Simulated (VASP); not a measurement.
# BN (zincblende type) (F-43m) in VASP: notebook

BN (zincblende type) is run at these levels: PBEsol, PBE; tasks: single point.

Everything below comes from runs of VASP 6.6.1. Logs are shortened: lines on timing, memory, paths and dates and some standing lists are left out, and cuts for length are marked.

## 1. The cell of the first run

The structure is cubic, space group F-43m (No. 216). The conventional cell has a = 3.625 Å, b = 3.625 Å, c = 3.625 Å, α = 90.00°, β = 90.00°, γ = 90.00°. Within 2.1 Å of B (site symmetry -43m) lie 4 N at 1.57 Å. N (site symmetry -43m) has 4 B at 1.57 Å within 2.1 Å.

## 2. Single point, PBEsol

INCAR

```
SYSTEM = BN
PREC = Accurate ; ENCUT = 520
EDIFF = 1E-6 ; ISMEAR = -1
SIGMA = 0.03 ; LREAL = .FALSE.
LASPH = .TRUE. ; NELM = 80
ALGO = Normal ; ISIF = 2
LWAVE = .FALSE. ; LCHARG = .FALSE.
GGA = PS ; NBANDS = 11
```

KPOINTS

```
Automatic mesh
0
G
  16 16 16
  0 0 0
```

POSCAR

```
BN
1.0
    0.0000000000      1.8123531715      1.8123531715
    1.8123531715      0.0000000000      1.8123531715
    1.8123531715      1.8123531715      0.0000000000
B N
1 1
Direct
    0.0000000000      0.0000000000      0.0000000000
    0.2500000000      0.2500000000      0.2500000000
```

Potentials or basis: VASP PAW PBE potentials, release 64 (B, N).

The run is started by

```
$ cat potpaw_PBE.64/B/POTCAR potpaw_PBE.64/N/POTCAR > POTCAR
$ mpirun -np 1 vasp_std > vasp.out
```

OUTCAR:

```text
SYSTEM = BN
   PREC = Accurate
   ENCUT = 520
   EDIFF = 1E-6
   ISMEAR = -1
   LREAL = .FALSE.
   LASPH = .TRUE.
   NELM = 80
   ISIF = 2
   GGA = PS

 ion  position               nearest neighbor table
   1  0.000  0.000  0.000-   2 1.57   2 1.57   2 1.57   2 1.57
   2  0.250  0.250  0.250-   1 1.57   1 1.57   1 1.57   1 1.57

  LATTYP: Found a face centered cubic cell.
 ALAT       =     3.6247063430

  Lattice vectors:

 A1 = (   0.0000000000,   1.8123531715,   1.8123531715)
 A2 = (   1.8123531715,   0.0000000000,   1.8123531715)
 A3 = (   1.8123531715,   1.8123531715,   0.0000000000)

Analysis of symmetry for initial positions (statically):
=====================================================================
 Subroutine PRICEL returns:
 Original cell was already a primitive cell.

 Routine SETGRP: Setting up the symmetry group for a
 face centered cubic supercell.

 Subroutine GETGRP returns: Found 24 space group operations
 (whereof 24 operations were pure point group operations)
 out of a pool of 48 trial point group operations.

The static configuration has the point symmetry T_d .

Analysis of symmetry for dynamics (positions and initial velocities):
=====================================================================
 Subroutine PRICEL returns:
 Original cell was already a primitive cell.

 Routine SETGRP: Setting up the symmetry group for a
 face centered cubic supercell.

 Subroutine GETGRP returns: Found 24 space group operations
 (whereof 24 operations were pure point group operations)
 out of a pool of 48 trial point group operations.

The dynamic configuration has the point symmetry T_d .

 Subroutine INISYM returns: Found 24 space group operations
 (whereof 24 operations are pure point group operations),
 and found     1 'primitive' translations

----------------------------------------------------------------------------------------

                                     Primitive cell

  volume of cell :      11.9058

  direct lattice vectors                    reciprocal lattice vectors
     0.000000000  1.812353172  1.812353172    -0.275884418  0.275884418  0.275884418
     1.812353172  0.000000000  1.812353172     0.275884418 -0.275884418  0.275884418
     1.812353172  1.812353172  0.000000000     0.275884418  0.275884418 -0.275884418

  length of vectors
     2.563054435  2.563054435  2.563054435     0.477845829  0.477845829  0.477845829

  position of ions in fractional coordinates (direct lattice)
     0.000000000  0.000000000  0.000000000
     0.250000000  0.250000000  0.250000000

  ion indices of the primitive-cell ions
   primitive index   ion index
                 1           1
                 2           2

----------------------------------------------------------------------------------------

 KPOINTS: Automatic mesh

Automatic generation of k-mesh.
 Grid dimensions read from file:
 generate k-points for:   16   16   16

 Generating k-lattice:

  Cartesian coordinates                     Fractional coordinates (reciprocal lattice)
    -0.017242776  0.017242776  0.017242776     0.062500000  0.000000000  0.000000000
     0.017242776 -0.017242776  0.017242776     0.000000000  0.062500000  0.000000000
     0.017242776  0.017242776 -0.017242776     0.000000000  0.000000000  0.062500000

  Length of vectors
     0.029865364  0.029865364  0.029865364

  Shift w.r.t. Gamma in fractional coordinates (k-lattice)
     0.000000000  0.000000000  0.000000000

 Subroutine IBZKPT returns following result:
 ===========================================

 Found    145 irreducible k-points:

 Following reciprocal coordinates:
            Coordinates               Weight
  0.000000  0.000000  0.000000      1.000000
  0.062500  0.000000  0.000000      8.000000
  0.125000  0.000000  0.000000      8.000000
  0.187500  0.000000  0.000000      8.000000
  0.250000  0.000000  0.000000      8.000000
  0.312500  0.000000  0.000000      8.000000
[... 16 lines left out ...]
 -0.125000  0.062500  0.000000     24.000000
 -0.062500  0.062500  0.000000     12.000000
 [... further k-points ...]
   k-points           NKPTS =    145   k-points in BZ     NKDIM =    145   number of bands    NBANDS=     11
   number of dos      NEDOS =    301   number of ions     NIONS =      2
   total plane-waves  NPLWV =   8000
   dimension x,y,z NGX =    20 NGY =   20 NGZ =   20
   dimension x,y,z NGXF=    40 NGYF=   40 NGZF=   40
   ions per type =               1   1
   NGX,Y,Z   is equivalent  to a cutoff of  12.97, 12.97, 12.97 a.u.
   NGXF,Y,Z  is equivalent  to a cutoff of  25.94, 25.94, 25.94 a.u.
 SYSTEM =  BN
   PREC   = accura    normal or accurate (medium, high low for compatibility)
   ISTART =      0    job   : 0-new  1-cont  2-samecut
   ICHARG =      2    charge: 1-file 2-atom 10-const
   ISPIN  =      1    spin polarized calculation?
   LNONCOLLINEAR =      F non collinear calculations
   LSORBIT =      F    spin-orbit coupling
   LASPH  =      T    aspherical Exc in radial PAW
   ENCUT  =  520.0 eV  38.22 Ry    6.18 a.u.   4.77  4.77  4.77*2*pi/ulx,y,z
   NELM   =     80;   NELMIN=  2; NELMDL= -5     # of ELM steps
   EDIFF  = 0.1E-05   stopping-criterion for ELM
   LREAL  =      F    real-space projection
   EDIFFG = 0.1E-04   stopping-criterion for IOM
   NSW    =      0    number of steps for IOM
   IBRION =     -1    ionic relax: 0-MD 1-quasi-New 2-CG
   NFREE  =      0    steps in history (QN), initial steepest desc. (CG)
   ISIF   =      2    stress and relaxation
   ISYM   =      2    0-nonsym 1-usesym 2-fastsym
   POTIM  = 0.5000    time-step for ionic-motion
   TEBEG  =    0.0;   TEEND  =   0.0 temperature during run
   PSTRESS=    0.0 pullay stress
   NELECT =       8.0000    total number of electrons
   NUPDOWN=      -1.0000    fix difference up-down
   EMIN   =  10.00;   EMAX   =-10.00  energy-range for DOS
   EFERMI =   0.00;   METHOD = LEGACY
   ISMEAR =    -1;   SIGMA  =   0.03  broadening in eV -4-tet -1-fermi 0-gaus
   EFERMI_NEDOS =   21; number of points for ismear=-14 and -15
   IALGO  =     38    algorithm
   IMIX   =      4    mixing-type and parameters
     AMIX     =   0.40;   BMIX     =  1.00
     AMIX_MAG =   1.60;   BMIX_MAG =  1.00
  volume/ion in A,a.u.               =       5.95        40.17
  Fermi-wavevector in a.u.,A,eV,Ry     =   1.433899  2.709677 27.974494  2.056067
  Thomas-Fermi vector in A             =   2.553367
   LORBIT       =      0    0 simple, 1 ext, 2 COOP (PROOUT), +10 PAW based schemes
   GGA     = PS    functional components
   LHFCALC =     F    Hartree Fock is set to
   AEXX    =    0.0000 exact exchange contribution
   IVDW    =     0    specifies the selected vdW correction
   LEPSILON=     F    determine dielectric tensor
   LRPA    =     F    only Hartree local field effects (RPA)
 non-spin polarized calculation
  energy-cutoff  :      520.00
  volume of cell :       11.91
 maximum number of plane-waves:       332
   NGX =  9   NGY =  9   NGZ =  9

 number of electron       7.9999999 magnetization

 Free energy of the ion-electron system (eV)
  ---------------------------------------------------
  ext. energy  EPLUGINS =         0.00000000
  ---------------------------------------------------
  free energy    TOTEN  =       -18.34438379 eV

  energy without entropy =      -18.34438379  energy(sigma->0) =      -18.34438379

 E-fermi :   7.8191     XC(G=0): -12.9770

 val. band max:        7.2640265209   @ k =   0.0000   0.0000   0.0000
 cond. band min:      11.5322989023   @ k =   0.5000   0.5000   0.0000
 fundamental gap:      4.2682723814
 Fermi energy:         7.8191371820

 k-point     1 :       0.0000    0.0000    0.0000
  band No.  band energies     occupation
      1     -12.8975      2.00000
      2       7.2640      2.00000
      3       7.2640      2.00000
      4       7.2640      2.00000
      5      15.9881      0.00000
      6      15.9881      0.00000
      7      15.9881      0.00000
      8      17.4021      0.00000
      9      31.6237      0.00000
     10      34.8551      0.00000
     11      34.8551      0.00000

 k-point     2 :       0.0625    0.0000    0.0000
  band No.  band energies     occupation
      1     -12.8024      2.00000
      2       6.7301      2.00000
      3       7.1599      2.00000
      4       7.1599      2.00000
      5      16.1070      0.00000
      6      16.1460      0.00000
      7      16.1460      0.00000
      8      17.7368      0.00000
      9      31.5039      0.00000
     10      33.1063      0.00000
     11      33.1063      0.00000

 k-point     3 :       0.1250    0.0000    0.0000
  band No.  band energies     occupation
      1     -12.5189      2.00000
      2       5.3848      2.00000
      3       6.8842      2.00000
      4       6.8842      2.00000
      5      16.3206      0.00000
      6      16.5563      0.00000
      7      16.5563      0.00000
      8      18.6145      0.00000
      9      31.1555      0.00000
     10      31.6584      0.00000
     11      31.6584      0.00000

 k-point     4 :       0.1875    0.0000    0.0000
  band No.  band energies     occupation
      1     -12.0533      2.00000
      2       3.6441      2.00000
      3       6.5175      2.00000
      4       6.5175      2.00000
      5      16.5400      0.00000
      6      17.0626      0.00000
      7      17.0626      0.00000
      8      19.6770      0.00000
      9      30.6925      0.00000
     10      30.7961      0.00000
     11      30.7961      0.00000
[... 239 lines left out ...]
 k-point    22 :      -0.1875    0.0625    0.0000
  band No.  band energies     occupation
      1     -11.7781      2.00000
      2       3.0272      2.00000
      3       5.6912      2.00000
      4       6.6393      2.00000
      5      16.7771      0.00000
      6      16.9955      0.00000
      7      17.6467      0.00000
      8      20.0320      0.00000
      9      29.4427      0.00000
     10      29.7092      0.00000
     11      32.8725      0.00000

 k-point    23 :      -0.1250    0.0625    0.0000
  band No.  band energies     occupation
      1     -12.3003      2.00000
      2       4.7702      2.00000
      3       6.1197      2.00000
      4       6.9733      2.00000
      5      16.4692      0.00000
      6      16.5286      0.00000
      7      17.1926      0.00000
      8      19.0965      0.00000
      9      30.0904      0.00000
     10      30.1923      0.00000
     11      33.1000      0.00000

 k-point    24 :      -0.0625    0.0625    0.0000
  band No.  band energies     occupation
      1     -12.6445      2.00000
      2       6.1337      2.00000
      3       6.6283      2.00000
      4       7.1690      2.00000
      5      16.1829      0.00000
      6      16.1968      0.00000
      7      16.6772      0.00000
      8      18.2210      0.00000
      9      30.9758      0.00000
     10      31.3458      0.00000
     11      33.3180      0.00000

 [... further k-points ...]

------------------------ aborting loop because EDIFF is reached ----------------------------------------

  FORCE on cell =-STRESS in cart. coord.  units (eV):
  Direction    XX          YY          ZZ          XY          YZ          ZX
  --------------------------------------------------------------------------------------
  -------------------------------------------------------------------------------------
  Total       -0.3974865     -0.3974865     -0.3974865      0.0000000     -0.0000000     -0.0000000
  in kB      -53.4902295    -53.4902295    -53.4902295      0.0000000     -0.0000000     -0.0000000
  external PRESSURE =     -53.4902295 kB  Pullay stress =       0.0000000 kB

 VOLUME and BASIS-vectors are now :
 -----------------------------------------------------------------------------
  energy-cutoff  :      520.00
  volume of cell :       11.91
      direct lattice vectors                 reciprocal lattice vectors
     0.000000000  1.812353172  1.812353172    -0.275884418  0.275884418  0.275884418
     1.812353172  0.000000000  1.812353172     0.275884418 -0.275884418  0.275884418
     1.812353172  1.812353172  0.000000000     0.275884418  0.275884418 -0.275884418

 POSITION                                       TOTAL-FORCE (eV/Angst)
 -----------------------------------------------------------------------------------
      0.00000      0.00000      0.00000        -0.000000     -0.000000     -0.000000
      0.90618      0.90618      0.90618         0.000000      0.000000      0.000000
 -----------------------------------------------------------------------------------
    total drift:                                0.000000      0.000000      0.000000

  FREE ENERGIE OF THE ION-ELECTRON SYSTEM (eV)
  ---------------------------------------------------
  free  energy   TOTEN  =       -18.3443837934 eV

  energy  without entropy=      -18.3443837933  energy(sigma->0) =      -18.34438379
```

Wall time 32 s (1 thread of AMD EPYC 9R45, shared host); peak memory 0.1 GiB.

Results:

```
Free energy            : -18.3444 eV
Pressure               : -5.3 GPa
Band gap on the k mesh : 4.27 eV, indirect (least direct gap 8.72 eV)
```

Levels at points of the mesh, in eV from the valence-band top:
```
           k point  band 1  band 2  band 3  band 4  band 5  band 6  band 7  band 8
(0.00, 0.00, 0.00)  -20.16    0.00    0.00    0.00    8.72    8.72    8.72   10.14
(0.50, 0.00, 0.00)  -15.93  -10.70   -1.93   -1.93    9.99   10.58   10.58   15.00
(0.50, 0.50, 0.00)  -14.56   -8.91   -4.90   -4.90    4.27    9.05   17.75   17.75
```

Caveat: the PAW data sets were made with another functional, which shifts forces and pressure a little. A k mesh can miss the band edges.

## 3. Single point, PBE

INCAR

```
PREC     = Accurate       # precision mode
ENCUT    = 520            # plane-wave cutoff, eV
EDIFF    = 1E-6           # SCF threshold, eV
ISMEAR   = -1             # smearing method
SIGMA    = 0.03           # smearing width, eV
LREAL    = False          # projectors in reciprocal space
LASPH    = True           # aspherical terms in the spheres
NELM     = 80             # most SCF steps
ALGO     = Normal         # electronic algorithm
ISIF     = 2              # what is computed and relaxed
LWAVE    = False          # write WAVECAR
LCHARG   = False          # write CHGCAR
GGA      = PE             # functional
NBANDS   = 11             # bands
```

KPOINTS

```
regular mesh
0
Gamma
  16 16 16
```

POSCAR is that of step 2.

Potentials or basis: VASP PAW PBE potentials, release 64 (B, N).

The run is started by

```
$ cat potpaw_PBE.64/B/POTCAR potpaw_PBE.64/N/POTCAR > POTCAR
$ mpirun -np 1 vasp_std > vasp.out
```

Wall time 23 s (1 thread of AMD EPYC 9R45, shared host); peak memory 0.1 GiB.

The run converged. Its results:

```yaml
Free_energy: -17.4510 eV
Pressure: 0.2 GPa
Band_gap_on_the_k_mesh: 4.45 eV, indirect (least direct gap 8.78 eV)
```

Levels at points of the mesh, in eV from the valence-band top:
```
           k point  band 1  band 2  band 3  band 4  band 5  band 6  band 7  band 8  band 9
(0.00, 0.00, 0.00)  -20.14    0.00    0.00    0.00    8.78    8.78    8.78   10.22   24.60
(0.50, 0.00, 0.00)  -15.96  -10.62   -1.93   -1.93   10.04   10.66   10.66   15.17   23.34
(0.50, 0.50, 0.00)  -14.60   -8.86   -4.86   -4.86    4.45    9.19   17.79   17.79   20.65
```

A k mesh can miss the band edges. PBE gaps usually lie below the measured ones, often by a third to a half.
